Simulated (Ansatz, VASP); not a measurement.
CoSi in VASP and in Ansatz

```
Co Si
1.0
     4.38790    0.00000    0.00000
     0.00000    4.38790    0.00000
     0.00000    0.00000    4.38790
Co Si
4 4
Direct
  0.14538 0.14538 0.14538
  0.35462 0.85462 0.64538
  0.64538 0.35462 0.85462
  0.85462 0.64538 0.35462
  0.84327 0.84327 0.84327
  0.65673 0.15673 0.34327
  0.34327 0.65673 0.15673
  0.15673 0.34327 0.65673
```

Alike in both runs: functional PBEsol; k mesh 8 × 8 × 8; occupations fermi-dirac, width 0.15 eV; no spin polarisation.

Ansatz relaxed the structure, and its values are those at the end. VASP's run is a single point on that final structure, the one shown.

```csv
,VASP,Ansatz
version,VASP 6.6.1,Ansatz 0.2.0
potentials or method,"VASP PAW PBE potentials, release 64 (Co, Si), cutoff 520 eV","scalar-relativistic, plane waves, PAW"
valence electrons in the cell,52,84
```

|  | VASP | Ansatz | Ansatz less VASP |
| --- | --- | --- | --- |
| gap on the k mesh at the Fermi level (eV) | none | none | - |
| pressure (GPa) | 0.2 | 0.0 | -0.21 |
| rms of the force components (eV/Å) | 0.004 | 0.000 | -0.0038 |

VASP's potentials were made for PBE, not for PBEsol. A gap of «none» marks a metal or a gap that the smearing closes. VASP's potentials hold 52 valence electrons a cell and Ansatz's 84, so a difference there can come from the potentials and not from the codes.
